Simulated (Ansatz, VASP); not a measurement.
**Two plane-wave programs on C**

```
C
1.0
     1.25156   -2.16777    0.00000
     0.00000    0.00000   -4.16875
     3.75468    2.16777    0.00000
C
8
Direct
  0.50000 0.93726 0.16667
  0.00000 0.93726 0.66667
  0.00000 0.43726 0.33333
  0.50000 0.43726 0.83333
  0.50000 0.56274 0.16667
  0.00000 0.56274 0.66667
  0.00000 0.06274 0.33333
  0.50000 0.06274 0.83333
```

Alike in both runs: functional r2SCAN; k mesh 8 × 6 × 6; occupations gaussian, width 0.02 eV; no spin polarisation.

Ansatz relaxed the structure, and its values are those at the end. VASP's run is a single point on that final structure, the one shown.

|  | VASP | Ansatz |
| --- | --- | --- |
| version | VASP 6.6.1 | Ansatz 0.2.0 |
| potentials or method | VASP PAW PBE potentials, release 64 (C), cutoff 520 eV | scalar-relativistic, plane waves, PAW |
| valence electrons in the cell | 32 | 32 |

|  | VASP | Ansatz | Ansatz less VASP |
| --- | --- | --- | --- |
| gap on the k mesh at the Fermi level (eV) | 3.65 | 3.68 | +0.034 |
| least direct gap on the mesh (eV) | 4.72 | 4.74 | +0.022 |
| pressure (GPa) | 1.2 | 0.0 | -1.10 |
| rms of the force components (eV/Å) | 0.005 | 0.001 | -0.0038 |

VASP's potentials were made for PBE, not for r2SCAN.
